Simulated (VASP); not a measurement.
Ge: single point with RPBE+D3(BJ)

The system is Ge.

```xyz
2
Lattice="0.0000 2.8476 2.8476 2.8476 0.0000 2.8476 2.8476 2.8476 0.0000" Properties=species:S:1:pos:R:3 pbc="T T T"
Ge    4.2715    4.2715    4.2715
Ge    2.8476    2.8476    2.8476
```

```json
{"Program": "VASP 6.6.1", "Task": "single point", "Functional": "RPBE", "Dispersion": "D3(BJ)", "Potentials or basis": "VASP PAW PBE potentials, release 64 (Ge_d)", "Cutoff": "520 eV", "k mesh": "8 × 8 × 8", "Occupations": "fermi-dirac, width 0.05 eV", "Spin": "no spin polarisation"}
```

```json
{
  "Pressure": "-5.4 GPa",
  "Band gap on the k mesh": "zero (filled and empty bands touch)",
  "Dispersion energy per atom": "-1.239 eV"
}
```

Levels at points of the mesh, in eV from the Fermi level:
| k point | band 10 | band 11 | band 12 | band 13 | band 14 | band 15 | band 16 | band 17 | band 18 | band 19 |
| --- | --- | --- | --- | --- | --- | --- | --- | --- | --- | --- |
| (0.00, 0.00, 0.00) | -24.61 | -12.63 | -0.07 | -0.04 | -0.04 | -0.04 | 2.52 | 2.52 | 2.52 | 6.55 |
| (0.50, 0.00, 0.00) | -24.58 | -10.59 | -7.51 | -1.41 | -1.41 | 0.17 | 3.72 | 3.72 | 7.24 | 10.56 |
| (0.50, 0.50, 0.00) | -24.57 | -8.82 | -8.82 | -3.04 | -3.04 | 0.82 | 0.82 | 9.36 | 9.36 | 11.50 |

It took 43 s on 1 thread of Intel Xeon 6975P-C (shared host), peak memory 0.18 GiB.

Caveat: the PAW data sets were made with another functional, which shifts forces and pressure a little; pairwise dispersion overbinds metals, which lowers pressure and volume.
